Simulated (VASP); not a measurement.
Write the native input for VASP 6.6.1 that does the following.

| Quantity | Value |
| --- | --- |
| Task | single point |
| Functional | PBEsol |
| Potentials or basis | VASP PAW PBE potentials, release 64 (Ti_sv) |
| Cutoff | 520 eV |
| k mesh | 12 × 12 × 14 |
| Occupations | gaussian, width 0.15 eV |
| Spin | no spin polarisation |
| Dipole correction | no |
| Further INCAR settings | ALGO = Fast; EDIFF = 1e-06; NBANDS = 25 |

The structure of Ti lies in POSCAR:

```
Ti
1.0
    4.6233000000      0.0000000000      0.0000000000
   -2.3116500000      4.0038952493      0.0000000000
    0.0000000000      0.0000000000      2.7703000000
Ti
3
Direct
    0.0000000000      0.0000000000      0.0000000000
    0.3333333333      0.6666666667      0.5000000000
    0.6666666667      0.3333333333      0.5000000000
```

The input as run:

INCAR

```
SYSTEM = Ti
PREC = Accurate
ENCUT = 520
EDIFF = 1E-6
ISMEAR = 0
SIGMA = 0.15
LREAL = .FALSE.
LASPH = .TRUE.
NELM = 60
ALGO = Fast
ISIF = 2
LWAVE = .FALSE.
LCHARG = .FALSE.
GGA = PS
NBANDS = 25
```

KPOINTS

```
regular mesh
0
G
  12 12 14
  0 0 0
```

Potentials or basis: VASP PAW PBE potentials, release 64 (Ti_sv).

Launch:

```bash
$ cat potpaw_PBE.64/Ti_sv/POTCAR > POTCAR
$ mpirun -np 1 vasp_std > vasp.out
```

It gave:

```
Pressure               : -4.9 GPa
Band gap on the k mesh : zero (band 18 reaches 8.34 eV, above the bottom of band 19 at 8.05 eV)
```

Caveat: the PAW data sets were made with another functional, which shifts forces and pressure a little.

Run time: 5 min on 1 thread of Intel(R) Xeon(R) 6975P-C (Granite Rapids), on a shared host, peak memory 0.28 GiB.
